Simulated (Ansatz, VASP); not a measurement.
**MgO: VASP beside Ansatz**

```
CELL_PARAMETERS angstrom
0.00000 2.15445 2.15445
2.15445 0.00000 2.15445
2.15445 2.15445 0.00000
ATOMIC_POSITIONS crystal
Mg 0.00000 0.00000 0.00000
O 0.50000 0.50000 0.50000
```

Alike in both runs: task single point; functional PBE; k mesh 9 × 9 × 9; occupations fermi-dirac, width 0.05 eV; no spin polarisation.

|  | VASP | Ansatz |
| --- | --- | --- |
| version | VASP 6.6.1 | Ansatz 0.2.0 |
| potentials or method | VASP PAW PBE potentials, release 64 (Mg, O), cutoff 600 eV | PAW, plane waves, scalar-relativistic |
| valence electrons in the cell | 8 | 16 |

```csv
,VASP,Ansatz,Ansatz less VASP
pressure (GPa),-6.3,-5.3,+1.01
```

The functional is the same, so the differences come from potentials, cutoffs and numerics. VASP's potentials hold 8 valence electrons a cell and Ansatz's 16, so a difference there can come from the potentials and not from the codes.
